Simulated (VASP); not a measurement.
# Rh: single point with r2SCAN

The system is Rh.

```
CELL_PARAMETERS angstrom
-0.79860 1.59720 1.59720
1.59720 -0.79860 1.59720
1.59720 1.59720 -0.79860
ATOMIC_POSITIONS crystal
Rh 0.00000 0.00000 0.00000
```

This cell differs from its parent crystal: ratio of the length along [111] to the lengths across it x 0.5, volume and fractional coordinates fixed.

- Program: VASP 6.6.1
- Task: single point
- Functional: r2SCAN
- Potentials or basis: VASP PAW PBE potentials, release 64 (Rh_pv)
- Cutoff: 520 eV
- k mesh: 8 × 8 × 8
- Occupations: gaussian, width 0.15 eV
- Spin: no spin polarisation
- Dipole correction: no
- Further INCAR settings: ALGO = Normal; EDIFF = 1e-06; NBANDS = 14

The pressure is 42.0 GPa.

Levels at points of the mesh, in eV from the Fermi level:
```tsv
k point	band 3	band 4	band 5	band 6	band 7	band 8	band 9	band 10	band 11	band 12
(0.00, 0.00, 0.00)	-47.75	-8.06	-6.80	-6.80	0.92	0.92	0.92	17.97	18.84	18.84
(0.50, 0.00, 0.00)	-47.64	-5.98	-5.43	-1.95	-1.95	-0.25	1.20	7.87	17.97	18.45
(0.50, 0.50, 0.00)	-47.53	-7.50	-4.75	-1.39	-1.39	3.04	6.45	6.45	15.30	17.06
(0.50, 0.50, 0.50)	-48.70	-6.05	-6.05	-6.05	3.23	3.23	10.36	14.44	14.44	14.44
```

Run time: 31 s on 1 thread of Intel Xeon 8259CL (shared host), peak memory 0.12 GiB.

Caveat: the PAW data sets were made with another functional, which shifts forces and pressure a little.
